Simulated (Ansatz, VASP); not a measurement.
# One calculation of GaSb, two programs

```
CELL_PARAMETERS angstrom
0.00000 2.98923 3.12955
2.98923 0.00000 3.12955
2.98923 2.98923 0.00000
ATOMIC_POSITIONS crystal
Ga 0.00000 0.00000 0.00000
Sb 0.25000 0.25000 0.25000
```

Change from the starting cell: epitaxial_xy strain -2.5%.

Alike in both runs: task single point; functional r2SCAN; k mesh 8 × 8 × 8; occupations fermi-dirac, width 0.02 eV; no spin polarisation.

|  | VASP | Ansatz |
| --- | --- | --- |
| version | VASP 6.6.1 | Ansatz 0.2.0 |
| potentials or method | VASP PAW PBE potentials, release 64 (Ga_d, Sb_d_GW) | plane waves, PAW |
| plane-wave cutoff (eV) | 550 | 500 |
| valence electrons in the cell | 28 | 28 |

|  | VASP | Ansatz | Ansatz less VASP |
| --- | --- | --- | --- |
| pressure (GPa) | 1.7 | 1.7 | -0.01 |
| traceless stress, the component that is largest in VASP (GPa) | -1.68 | -1.68 | -0.005 |

VASP's potentials were made for PBE, not for r2SCAN.

Spin-orbit coupling is off throughout.
